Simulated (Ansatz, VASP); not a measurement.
Two plane-wave programs on Al2Cu

```xyz
3
Lattice="3.9288 0.0000 0.0000 0.0000 3.9288 0.0000 0.0000 0.0000 2.8847" Properties=species:S:1:pos:R:3 pbc="T T T"
Al    1.9644    0.0000    1.4424
Al    0.0000    1.9644    1.4424
Cu    0.0000    0.0000    0.0000
```

Alike in both runs: task single point; functional PBE; k mesh 10 × 10 × 14; occupations gaussian, width 0.15 eV; no spin polarisation.

|  | VASP | Ansatz |
| --- | --- | --- |
| version | VASP 6.6.1 | Ansatz 0.2.0 |
| potentials or method | VASP PAW PBE potentials, release 64 (Al, Cu), cutoff 520 eV | scalar-relativistic, plane waves, PAW |
| valence electrons in the cell | 17 | 25 |

Ansatz gave:

* gap on the k mesh at the Fermi level (eV): none
* pressure (GPa): 10.9
* traceless stress, the component that is largest in VASP (GPa): -4.03

What did VASP give for the same quantities?

gap on the k mesh at the Fermi level (eV): none; pressure (GPa): 11.0; traceless stress, the component that is largest in VASP (GPa): -3.99.

A gap of «none» marks a metal or a gap that the smearing closes. VASP's potentials hold 17 valence electrons a cell and Ansatz's 25, so a difference there can come from the potentials and not from the codes.
